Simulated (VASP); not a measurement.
# Be3B4 in VASP: single point with PBE

Aim: the single point of Be3B4 with PBE.

All numbers are computed with VASP 6.6.1; they aren't measurements. Logs are shortened: lines on timing, memory, paths and dates and some standing lists are left out, and cuts for length are marked.

## 1. The cell of the first run

The cell holds a sheet with vacuum, 7 atoms: a = 4.930 Å, b = 5.001 Å, c = 26.322 Å, α = 90.00°, β = 90.00°, γ = 105.09°.

## 2. Single point, PBE

Contents of INCAR:

```
PREC = Accurate
ENCUT = 520
EDIFF = 1E-7
ISMEAR = 0
SIGMA = 0.2
LREAL = False
LASPH = True
NELM = 100
ALGO = Normal
ISIF = 2
LWAVE = False
LCHARG = True
LDIPOL = True
IDIPOL = 3
DIPOL = 0.5 0.5 0.307
GGA = PE
LELF = True
LVHAR = True
LVACPOTAV = True
NBANDS = 18
```

Contents of KPOINTS:

```
Automatic mesh
0
Gamma
  6 6 1
```

Contents of POSCAR:

```
Be3B4
1.0
    2.9910605336     -3.9192555588      0.0000000000
    3.0485673701      3.9645969342      0.0000000000
    0.0000000000      0.0000000000     26.3222732800
Be B
3 4
Direct
    0.9090301847      0.7808953904      0.3052154385
    0.4690286956      0.3649524617      0.3083146828
    0.0601225266      0.1878401019      0.3094035059
    0.1754316019      0.5743556767      0.3048136559
    0.6527285659      0.0787060031      0.3097299532
    0.8263199668      0.4018530013      0.3067506681
    0.3434554285      0.9252803950      0.3072036122
```

Potentials or basis: VASP PAW PBE potentials, release 64 (Be, B).

Run with:

```sh
> cat potpaw_PBE.64/Be/POTCAR potpaw_PBE.64/B/POTCAR > POTCAR
> mpirun -np 1 vasp_std > vasp.out
```

OUTCAR:

```text
PREC = Accurate
   ENCUT = 520
   EDIFF = 1E-7
   ISMEAR = 0
   LREAL = False
   LASPH = True
   NELM = 100
   ISIF = 2
   GGA = PE

 ion  position               nearest neighbor table
   1  0.909  0.781  0.305-   6 1.83   4 1.87   3 1.98   7 2.08   5 2.19
   2  0.469  0.365  0.308-   6 1.72   5 1.88   3 1.98   4 2.00   7 2.12
   3  0.060  0.188  0.309-   6 1.77   4 1.87   5 1.94   1 1.98   2 1.98   7 2.15
   4  0.175  0.574  0.305-   6 1.71   7 1.74   1 1.87   3 1.87   2 2.00
   5  0.653  0.079  0.310-   7 1.52   6 1.62   2 1.88   3 1.94   1 2.19
   6  0.826  0.402  0.307-   5 1.62   4 1.71   2 1.72   3 1.77   1 1.83
   7  0.343  0.925  0.307-   5 1.52   4 1.74   1 2.08   2 2.12   3 2.15

  LATTYP: Found a simple monoclinic cell.
 ALAT       =     4.9302137125
 B/A-ratio  =     5.3389720639
 C/A-ratio  =     1.0143939672
 COS(beta)  =    -0.2603662196

  Lattice vectors:

 A1 = (   2.9910605336,  -3.9192555588,   0.0000000000)
 A2 = (   0.0000000000,   0.0000000000, -26.3222732800)
 A3 = (   3.0485673701,   3.9645969342,   0.0000000000)

Analysis of symmetry for initial positions (statically):
=====================================================================
 Subroutine PRICEL returns:
 Original cell was already a primitive cell.

 Routine SETGRP: Setting up the symmetry group for a
 simple monoclinic supercell.

 Subroutine GETGRP returns: Found  1 space group operations
 (whereof  1 operations were pure point group operations)
 out of a pool of  4 trial point group operations.

The static configuration has the point symmetry C_1 .

Analysis of symmetry for dynamics (positions and initial velocities):
=====================================================================
 Subroutine PRICEL returns:
 Original cell was already a primitive cell.

 Routine SETGRP: Setting up the symmetry group for a
 simple monoclinic supercell.

 Subroutine GETGRP returns: Found  1 space group operations
 (whereof  1 operations were pure point group operations)
 out of a pool of  4 trial point group operations.

The dynamic configuration has the point symmetry C_1 .

 Subroutine INISYM returns: Found  1 space group operations
 (whereof  1 operations are pure point group operations),
 and found     1 'primitive' translations

----------------------------------------------------------------------------------------

                                     Primitive cell
[... 108 lines left out ...]
   NUPDOWN=      -1.0000    fix difference up-down
   EMIN   =  10.00;   EMAX   =-10.00  energy-range for DOS
   EFERMI =   0.00;   METHOD = LEGACY
   ISMEAR =     0;   SIGMA  =   0.20  broadening in eV -4-tet -1-fermi 0-gaus
   EFERMI_NEDOS =   21; number of points for ismear=-14 and -15
   IALGO  =     38    algorithm
   IMIX   =      4    mixing-type and parameters
     AMIX     =   0.40;   BMIX     =  1.00
     AMIX_MAG =   1.60;   BMIX_MAG =  1.00
  volume/ion in A,a.u.               =      89.52       604.11
  Fermi-wavevector in a.u.,A,eV,Ry     =   0.501371  0.947455  3.420141  0.251373
  Thomas-Fermi vector in A             =   1.509850
   LORBIT       =      0    0 simple, 1 ext, 2 COOP (PROOUT), +10 PAW based schemes
   GGA     = PE    functional components
   LHFCALC =     F    Hartree Fock is set to
   AEXX    =    0.0000 exact exchange contribution
   IVDW    =     0    specifies the selected vdW correction
   LEPSILON=     F    determine dielectric tensor
   LRPA    =     F    only Hartree local field effects (RPA)
 non-spin polarized calculation
 Gauss-broadening in eV      SIGMA  =   0.20
  energy-cutoff  :      520.00
  volume of cell :      626.64
 maximum number of plane-waves:     16906
 NGX is ok and might be reduce to    40
   NGX = 19   NGY = 19   NGZ = 97

 dipolmoment           0.000000      0.000000      0.000174 electrons x Angstroem

 number of electron      18.0000000 magnetization

 dipolmoment           0.000000      0.000000     -0.002882 electrons x Angstroem

 Free energy of the ion-electron system (eV)
  ---------------------------------------------------
  ext. energy  EPLUGINS =         0.00000000
  ---------------------------------------------------
  free energy    TOTEN  =       -34.49472144 eV

  energy without entropy =      -34.46726610  energy(sigma->0) =      -34.48099377

 E-fermi :  -3.9161     XC(G=0):  -1.5730

 val. band max:       -3.9576093338   @ k =  -0.1667   0.3333   0.0000
 cond. band min:      -3.8529714937   @ k =   0.1667   0.3333   0.0000
 fundamental gap:      0.1046378401
 Fermi energy:        -3.9161468432

 k-point     1 :       0.0000    0.0000    0.0000
  band No.  band energies     occupation
      1     -14.6603      2.00000
      2     -11.7341      2.00000
      3     -11.2142      2.00000
      4      -8.2258      2.00000
      5      -8.1231      2.00000
      6      -7.2497      2.00000
[... 397 lines left out ...]
      5      -6.6799      2.00000
      6      -6.3412      2.00000
[... 10 lines left out ...]
     17       2.3039      0.00000
     18       2.4783      0.00000

------------------------ aborting loop because EDIFF is reached ----------------------------------------

 vacuum level on the upper side and lower side of the slab       (xc-potential included)        -0.094        -0.076

  FORCE on cell =-STRESS in cart. coord.  units (eV):
  Direction    XX          YY          ZZ          XY          YZ          ZX
  --------------------------------------------------------------------------------------
  -------------------------------------------------------------------------------------
  Total        0.5615058     -1.6472068     -0.0644278     -1.9955712     -0.0930433      0.2064782
  in kB        1.4356432     -4.2115352     -0.1647273     -5.1022239     -0.2378907      0.5279180
  external PRESSURE =      -0.9802064 kB  Pullay stress =       0.0000000 kB

 VOLUME and BASIS-vectors are now :
 -----------------------------------------------------------------------------
  energy-cutoff  :      520.00
  volume of cell :      626.64
      direct lattice vectors                 reciprocal lattice vectors
     2.991060534 -3.919255559  0.000000000     0.166534473 -0.128056286  0.000000000
     3.048567370  3.964596934  0.000000000     0.164629890  0.125640689  0.000000000
     0.000000000  0.000000000 26.322273280     0.000000000  0.000000000  0.037990640

 POSITION                                       TOTAL-FORCE (eV/Angst)
 -----------------------------------------------------------------------------------
      5.09958     -0.46679      8.03396        -0.275428     -0.138550      0.131572
      2.51548     -0.39135      8.11554        -0.534226      0.492959     -0.127323
      0.75247      0.50907      8.14420        -0.024589      0.066612     -0.050604
      2.27569      1.58953      8.02339        -0.549320      0.457562      0.318351
      2.19229     -2.24617      8.15280         3.006876     -1.476531     -0.184636
      3.69665     -1.64537      8.07437         2.123444     -0.689111     -0.025752
      3.84808      2.32227      8.08630        -3.746755      1.287060     -0.061606
 -----------------------------------------------------------------------------------
    total drift:                                0.000022     -0.000003      0.000063

  FREE ENERGIE OF THE ION-ELECTRON SYSTEM (eV)
  ---------------------------------------------------
  free  energy   TOTEN  =       -34.4947214356 eV

  energy  without entropy=      -34.4672661015  energy(sigma->0) =      -34.48099377

 vacuum level on the upper side and lower side of the slab         0.928         0.950
```

It took 5.7 min on 1 thread of Intel Xeon 6975P-C (Granite Rapids), shared host; peak memory 0.7 GiB.

What came out:

```yaml
Free_energy: -34.4947 eV
Largest_force: 3.962 eV/Å
Band_gap_on_the_k_mesh: zero (bands 9 and 10 overlap by 0.89 eV)
Work_function_of_the_upper_face: 4.84 eV
Work_function_of_the_lower_face: 4.87 eV
```

Forces in eV/Å, atoms in the order of the input:
```
Be  -0.275 -0.139  0.132
Be  -0.534  0.493 -0.127
Be  -0.025  0.067 -0.051
B   -0.549  0.458  0.318
B    3.007 -1.477 -0.185
B    2.123 -0.689 -0.026
B   -3.747  1.287 -0.062
```
